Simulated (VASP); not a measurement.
# Ti (Fd-3m) in VASP: further runs

The runs below take Ti through relaxation of cell and atoms, with PBE.

Everything below comes from runs of VASP 6.6.1. Logs are shortened: lines on timing, memory, paths and dates and some standing lists are left out, and cuts for length are marked.

### 1 The cell of the first run

Symmetry: Fd-3m, No. 227, cubic system. The conventional cell has a = 4.372 Å, b = 4.372 Å, c = 4.372 Å, α = 90.00°, β = 90.00°, γ = 90.00°. Ti (site symmetry -43m) has 4 Ti at 1.89 Å within 2.5 Å.

This isn't the form of Ti at room conditions, which is hcp.

### 2 Relaxation of cell and atoms, PBE, target pressure 130 GPa, at which the enthalpy is minimised

INCAR

```
SYSTEM = Ti
PREC     = Accurate       ! precision mode
ENCUT    = 600            ! plane-wave cutoff, eV
EDIFF    = 1E-6           ! SCF threshold, eV
ISMEAR   = -1             ! smearing method
SIGMA    = 0.1            ! smearing width, eV
LREAL    = .FALSE.        ! projectors in reciprocal space
LASPH    = .TRUE.         ! aspherical terms in the spheres
NELM     = 80             ! most SCF steps
ALGO     = Normal         ! electronic algorithm
ISIF     = 3              ! what is computed and relaxed
LWAVE    = .FALSE.        ! write WAVECAR
LCHARG   = .FALSE.        ! write CHGCAR
GGA      = PE             ! functional
IBRION   = 2              ! ionic algorithm
NSW      = 32             ! ionic steps
EDIFFG   = -0.005         ! ionic threshold
PSTRESS  = 1300.0
```

KPOINTS

```
regular mesh
0
G
  14 14 14
  0 0 0
```

POSCAR

```
Ti
1.0
    0.0000000000      2.1858053708      2.1858053708
    2.1858053708      0.0000000000      2.1858053708
    2.1858053708      2.1858053708      0.0000000000
Ti
2
Direct
   -0.1250000000     -0.1250000000     -0.1250000000
    0.1250000000      0.1250000000      0.1250000000
```

Potentials or basis: VASP PAW PBE potentials, release 64 (Ti_sv).

The run is started by

```
> cat potpaw_PBE.64/Ti_sv/POTCAR > POTCAR
> mpirun -np 1 vasp_std > vasp.out
```

OUTCAR:

```text
SYSTEM = Ti
   PREC = Accurate
   ENCUT = 600
   EDIFF = 1E-6
   ISMEAR = -1
   LREAL = .FALSE.
   LASPH = .TRUE.
   NELM = 80
   ISIF = 3
   GGA = PE
   IBRION = 2
   NSW = 32
   EDIFFG = -0.005
   PSTRESS = 1300.0

 ion  position               nearest neighbor table
   1  0.875  0.875  0.875-   2 1.89   2 1.89   2 1.89   2 1.89
   2  0.125  0.125  0.125-   1 1.89   1 1.89   1 1.89   1 1.89

  LATTYP: Found a face centered cubic cell.
 ALAT       =     4.3716107416

  Lattice vectors:

 A1 = (   0.0000000000,   2.1858053708,   2.1858053708)
 A2 = (   2.1858053708,   0.0000000000,   2.1858053708)
 A3 = (   2.1858053708,   2.1858053708,   0.0000000000)

Analysis of symmetry for initial positions (statically):
=====================================================================
 Subroutine PRICEL returns:
 Original cell was already a primitive cell.

 Routine SETGRP: Setting up the symmetry group for a
 face centered cubic supercell.

 Subroutine GETGRP returns: Found 48 space group operations
 (whereof 12 operations were pure point group operations)
 out of a pool of 48 trial point group operations.

The static configuration has the point symmetry D_3d.
 The point group associated with its full space group is O_h .

Analysis of symmetry for dynamics (positions and initial velocities):
=====================================================================
 Subroutine PRICEL returns:
 Original cell was already a primitive cell.

 Routine SETGRP: Setting up the symmetry group for a
 face centered cubic supercell.

 Subroutine GETGRP returns: Found 48 space group operations
 (whereof 12 operations were pure point group operations)
 out of a pool of 48 trial point group operations.

The dynamic configuration has the point symmetry D_3d.
 The point group associated with its full space group is O_h .

 Subroutine INISYM returns: Found 48 space group operations
 (whereof 12 operations are pure point group operations),
 and found     1 'primitive' translations

----------------------------------------------------------------------------------------

                                     Primitive cell

  volume of cell :      20.8864

  direct lattice vectors                    reciprocal lattice vectors
     0.000000000  2.185805371  2.185805371    -0.228748637  0.228748637  0.228748637
     2.185805371  0.000000000  2.185805371     0.228748637 -0.228748637  0.228748637
     2.185805371  2.185805371  0.000000000     0.228748637  0.228748637 -0.228748637

  length of vectors
     3.091195600  3.091195600  3.091195600     0.396204262  0.396204262  0.396204262

  position of ions in fractional coordinates (direct lattice)
     0.875000000  0.875000000  0.875000000
     0.125000000  0.125000000  0.125000000

  ion indices of the primitive-cell ions
   primitive index   ion index
                 1           1
                 2           2

----------------------------------------------------------------------------------------

 KPOINTS: regular mesh

Automatic generation of k-mesh.
 Grid dimensions read from file:
 generate k-points for:   14   14   14

 Generating k-lattice:

  Cartesian coordinates                     Fractional coordinates (reciprocal lattice)
    -0.016339188  0.016339188  0.016339188     0.071428571  0.000000000  0.000000000
     0.016339188 -0.016339188  0.016339188     0.000000000  0.071428571  0.000000000
     0.016339188  0.016339188 -0.016339188     0.000000000  0.000000000  0.071428571

  Length of vectors
     0.028300304  0.028300304  0.028300304

  Shift w.r.t. Gamma in fractional coordinates (k-lattice)
     0.000000000  0.000000000  0.000000000

 Subroutine IBZKPT returns following result:
 ===========================================

 Found    104 irreducible k-points:

 Following reciprocal coordinates:
            Coordinates               Weight
  0.000000  0.000000  0.000000      1.000000
  0.071429  0.000000  0.000000      8.000000
  0.142857  0.000000  0.000000      8.000000
  0.214286  0.000000  0.000000      8.000000
  0.285714  0.000000  0.000000      8.000000
  0.357143  0.000000  0.000000      8.000000
[... 16 lines left out ...]
  0.214286  0.142857  0.000000     24.000000
  0.285714  0.142857  0.000000     24.000000
 [... further k-points ...]
   k-points           NKPTS =    104   k-points in BZ     NKDIM =    104   number of bands    NBANDS=     16
   number of dos      NEDOS =    301   number of ions     NIONS =      2
   total plane-waves  NPLWV =  21952
   dimension x,y,z NGX =    28 NGY =   28 NGZ =   28
   dimension x,y,z NGXF=    56 NGYF=   56 NGZF=   56
   ions per type =               2
   NGX,Y,Z   is equivalent  to a cutoff of  15.06, 15.06, 15.06 a.u.
   NGXF,Y,Z  is equivalent  to a cutoff of  30.12, 30.12, 30.12 a.u.
 SYSTEM =  Ti
   PREC   = accura    normal or accurate (medium, high low for compatibility)
   ISTART =      0    job   : 0-new  1-cont  2-samecut
   ICHARG =      2    charge: 1-file 2-atom 10-const
   ISPIN  =      1    spin polarized calculation?
   LNONCOLLINEAR =      F non collinear calculations
   LSORBIT =      F    spin-orbit coupling
   LASPH  =      T    aspherical Exc in radial PAW
   ENCUT  =  600.0 eV  44.10 Ry    6.64 a.u.   6.17  6.17  6.17*2*pi/ulx,y,z
   NELM   =     80;   NELMIN=  2; NELMDL= -5     # of ELM steps
   EDIFF  = 0.1E-05   stopping-criterion for ELM
   LREAL  =      F    real-space projection
   EDIFFG = -.5E-02   stopping-criterion for IOM
   NSW    =     32    number of steps for IOM
   IBRION =      2    ionic relax: 0-MD 1-quasi-New 2-CG
   NFREE  =      1    steps in history (QN), initial steepest desc. (CG)
   ISIF   =      3    stress and relaxation
   ISYM   =      2    0-nonsym 1-usesym 2-fastsym
   POTIM  = 0.5000    time-step for ionic-motion
   TEBEG  =    0.0;   TEEND  =   0.0 temperature during run
   PSTRESS= 1300.0 pullay stress
   NELECT =      24.0000    total number of electrons
   NUPDOWN=      -1.0000    fix difference up-down
   EMIN   =  10.00;   EMAX   =-10.00  energy-range for DOS
   EFERMI =   0.00;   METHOD = LEGACY
   ISMEAR =    -1;   SIGMA  =   0.10  broadening in eV -4-tet -1-fermi 0-gaus
   EFERMI_NEDOS =   21; number of points for ismear=-14 and -15
   IALGO  =     38    algorithm
   IMIX   =      4    mixing-type and parameters
     AMIX     =   0.40;   BMIX     =  1.00
     AMIX_MAG =   1.60;   BMIX_MAG =  1.00
  volume/ion in A,a.u.               =      10.44        70.47
  Fermi-wavevector in a.u.,A,eV,Ry     =   1.714709  3.240330 40.004216  2.940227
  Thomas-Fermi vector in A             =   2.792217
   LORBIT       =      0    0 simple, 1 ext, 2 COOP (PROOUT), +10 PAW based schemes
   GGA     = PE    functional components
   LHFCALC =     F    Hartree Fock is set to
   AEXX    =    0.0000 exact exchange contribution
   IVDW    =     0    specifies the selected vdW correction
   LEPSILON=     F    determine dielectric tensor
   LRPA    =     F    only Hartree local field effects (RPA)
 conjugate gradient relaxation of ions
 non-spin polarized calculation
  energy-cutoff  :      600.00
  volume of cell :       20.89
 maximum number of plane-waves:       725
 NGX is ok and might be reduce to    28
   NGX = 13   NGY = 13   NGZ = 13

--------------------------------------- Ionic step        1  -------------------------------------------

 number of electron      24.0000001 magnetization

 Free energy of the ion-electron system (eV)
  ---------------------------------------------------
  ext. energy  EPLUGINS =         0.00000000
  ---------------------------------------------------
  free energy    TOTEN  =        -6.07981928 eV

  energy without entropy =       -6.00178975  energy(sigma->0) =       -6.04080451

------------------------ aborting loop because EDIFF is reached ----------------------------------------

  FORCE on cell =-STRESS in cart. coord.  units (eV):
  Direction    XX          YY          ZZ          XY          YZ          ZX
  --------------------------------------------------------------------------------------
  -------------------------------------------------------------------------------------
  Total       19.0120427     19.0120427     19.0120427      0.0000000     -0.0000000      0.0000000
  in kB     1458.3941127   1458.3941127   1458.3941127      0.0000000     -0.0000000      0.0000000
  external PRESSURE =     158.3941127 kB  Pullay stress =    1300.0000000 kB

 VOLUME and BASIS-vectors are now :
 -----------------------------------------------------------------------------
  energy-cutoff  :      600.00
  volume of cell :       20.89
      direct lattice vectors                 reciprocal lattice vectors
     0.000000000  2.185805371  2.185805371    -0.228748637  0.228748637  0.228748637
     2.185805371  0.000000000  2.185805371     0.228748637 -0.228748637  0.228748637
     2.185805371  2.185805371  0.000000000     0.228748637  0.228748637 -0.228748637
[... 84 lines left out ...]
  FREE ENERGIE OF THE ION-ELECTRON SYSTEM (eV)
  ---------------------------------------------------
  free  energy   TOTEN  =        -6.5976005624 eV

  energy  without entropy=       -6.5163646608  energy(sigma->0) =       -6.55698261

  enthalpy is  TOTEN    =        10.8401771426 eV   P V=       17.4377777050

--------------------------------------- Ionic step        4  -------------------------------------------

 number of electron      23.9999998 magnetization

 Free energy of the ion-electron system (eV)
  ---------------------------------------------------
  ext. energy  EPLUGINS =         0.00000000
  ---------------------------------------------------
  free energy    TOTEN  =        -6.56665743 eV

  energy without entropy =       -6.48561537  energy(sigma->0) =       -6.52613640

 E-fermi :  14.6437     XC(G=0): -13.6436

 val. band max:       14.6238585143   @ k =  -0.3571   0.4286   0.1429
 cond. band min:      14.6525631697   @ k =  -0.1429   0.2143   0.0714
 fundamental gap:      0.0287046553
 Fermi energy:        14.6437260619

 k-point     1 :       0.0000    0.0000    0.0000
  band No.  band energies     occupation
      1     -43.7893      2.00000
      2     -39.3270      2.00000
      3     -19.9900      2.00000
      4     -19.9900      2.00000
      5     -19.9900      2.00000
      6     -16.4889      2.00000
[... 8 lines left out ...]
     15      18.3988      0.00000
     16      18.3988      0.00000
[... 419 lines left out ...]
 k-point    24 :       0.2857    0.1429    0.0000
  band No.  band energies     occupation
      1     -43.2986      2.00000
      2     -40.0125      2.00000
      3     -20.5669      2.00000
      4     -20.5161      2.00000
      5     -19.5903      2.00000
      6     -16.6947      2.00000
[... 8 lines left out ...]
     15      16.5490      0.00000
     16      17.8725      0.00000

 [... further k-points ...]
[... 5 lines left out ...]
  --------------------------------------------------------------------------------------
  -------------------------------------------------------------------------------------
  Total       17.4104992     17.4104992     17.4104992     -0.0000000     -0.0000000     -0.0000000
  in kB     1300.2818648   1300.2818648   1300.2818648     -0.0000000     -0.0000000     -0.0000000
  external PRESSURE =       0.2818648 kB  Pullay stress =    1300.0000000 kB

 VOLUME and BASIS-vectors are now :
 -----------------------------------------------------------------------------
  energy-cutoff  :      600.00
  volume of cell :       21.45
      direct lattice vectors                 reciprocal lattice vectors
     0.000000000  2.205386786  2.205386786    -0.226717600  0.226717600  0.226717600
     2.205386786 -0.000000000  2.205386786     0.226717600 -0.226717600  0.226717600
     2.205386786  2.205386786  0.000000000     0.226717600  0.226717600 -0.226717600

 POSITION                                       TOTAL-FORCE (eV/Angst)
 -----------------------------------------------------------------------------------
      3.85943      3.85943      3.85943        -0.000000     -0.000000     -0.000000
      0.55135      0.55135      0.55135         0.000000      0.000000      0.000000
 -----------------------------------------------------------------------------------
    total drift:                                0.000000     -0.000000     -0.000000

  FREE ENERGIE OF THE ION-ELECTRON SYSTEM (eV)
  ---------------------------------------------------
  free  energy   TOTEN  =        -6.5666574264 eV

  energy  without entropy=       -6.4856153712  energy(sigma->0) =       -6.52613640

  enthalpy is  TOTEN    =        10.8400676310 eV   P V=       17.4067250575

 reached required accuracy - stopping structural energy minimisation
```

It took 85 s on 1 thread of Intel Xeon 6975P-C (Granite Rapids), shared host; peak memory 0.19 GiB.

Results:

| Quantity | Value |
| --- | --- |
| Free energy | -6.5667 eV |
| Relaxed volume | 10.73 Å³/atom |
| Relaxed cell | a = 3.119 Å, b = 3.119 Å, c = 3.119 Å, α = 60.00°, β = 60.00°, γ = 60.00° |
| Space group after relaxing (to 0.1 Å) | Fd-3m (No. 227) |
| Energy change on relaxing (the run minimises the enthalpy) | -243.4 meV/atom |
| Ionic steps | 4 |
| Pressure after relaxing | 130.0 GPa |
| Band gap on the k mesh | zero (bands 12 and 13 overlap by 2.61 eV) |

The path:
```tsv
step	energy change (eV)	largest force (eV/Å)	pressure (GPa)	volume (Å³)
1	0.0000	0.0000	145.84	20.89
2	-2.1966	0.0000	77.10	24.17
3	-0.5178	0.0000	128.97	21.49
4	-0.4868	0.0000	130.03	21.45
```

Final structure:
```xyz
2
Lattice="0.0000 2.2054 2.2054 2.2054 0.0000 2.2054 2.2054 2.2054 0.0000" Properties=species:S:1:pos:R:3 pbc="T T T"
Ti    3.8594    3.8594    3.8594
Ti    0.5513    0.5513    0.5513
```

Levels at points of the mesh, in eV from the Fermi level:
| k point | band 8 | band 9 | band 10 | band 11 | band 12 | band 13 | band 14 | band 15 | band 16 |
| --- | --- | --- | --- | --- | --- | --- | --- | --- | --- |
| (0.00, 0.00, 0.00) | -31.13 | -6.35 | -3.07 | -3.07 | -0.37 | -0.37 | -0.37 | 3.76 | 3.76 |
| (0.50, 0.00, 0.00) | -30.41 | -3.95 | -2.78 | -2.78 | -1.19 | -1.19 | -1.14 | 3.09 | 5.36 |
| (0.50, 0.50, 0.00) | -29.63 | -5.29 | -5.29 | -1.13 | -1.13 | 1.72 | 1.72 | 4.15 | 4.15 |

Caveat: the cell is relaxed towards a set pressure, so the run minimises the enthalpy, not the energy; atoms lie so close that the PAW spheres overlap strongly, which falsifies energies and pressures.

[end of part 1 of 2]
